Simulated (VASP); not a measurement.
Runs of VASP 6.6.1 on B. The structure is that of space group P6_3/mmc (No. 194), or close to it. The cells are those of the table. This isn't the form of B at room conditions, which is rhombohedral.

```csv
cell,k mesh,gap on the mesh (eV),pressure (GPa)
"a = 1.768, b = 1.768, c = 11.165 Å, angles 90.0, 90.0, 120.0°, 2 atoms",23 × 23 × 4,none,(b)
"a = 1.789, b = 1.789, c = 11.301 Å, angles 90.0, 90.0, 120.0°, 2 atoms",23 × 23 × 4,none,(a)
"a = 1.651, b = 1.651, c = 10.428 Å, angles 90.0, 90.0, 120.0°, 2 atoms",23 × 23 × 4,none,17.5
"a = 1.723, b = 1.723, c = 10.882 Å, angles 90.0, 90.0, 120.0°, 2 atoms",17 × 17 × 9,none,-0.1
"a = 1.723, b = 1.723, c = 10.882 Å, angles 90.0, 90.0, 120.0°, 2 atoms",34 × 34 × 5,none,-0.9
```

Alike in all rows: task single point; level revPBE; potentials or basis VASP PAW PBE potentials, release 64 (B); no spin polarisation; cutoff (eV) 520; smearing fermi-dirac 0.1 eV.

Q: Estimate the missing entries.

A: (a) -11.4; (b) -8.8.

Caveats: the PAW data sets were made with another functional, which shifts forces and pressure a little; this functional lacks dispersion, which binds the layers, so the pressure and a relaxed spacing across them are unreliable (at least some runs); the cell stands under tension (at least some runs); the cell stands under pressure (at least some runs).

A gap of «none» marks levels without a gap at the run's occupations.
